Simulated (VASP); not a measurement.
Ir:

```
Ir
1.0
     0.00000    1.88971    1.88971
     1.88971    0.00000    1.88971
     1.88971    1.88971    0.00000
Ir
1
Direct
  0.00000 0.00000 0.00000
```

Base run:

* Program: VASP 6.6.1
* Functional: PBE
* Potentials or basis: VASP PAW PBE potentials, release 64 (Ir)
* Cutoff: 520 eV
* k mesh: 12 × 12 × 12
* Occupations: fermi-dirac, width 0.05 eV
* Spin: no spin polarisation

Its results: pressure 30.3 GPa.

**Question.** The run is repeated on the same cell with these changes: functional from PBE to r2SCAN. What comes out?

**Answer.** Pressure 24.7 GPa.

Caveats: the PAW data sets were made with another functional, which shifts forces and pressure a little (some runs).
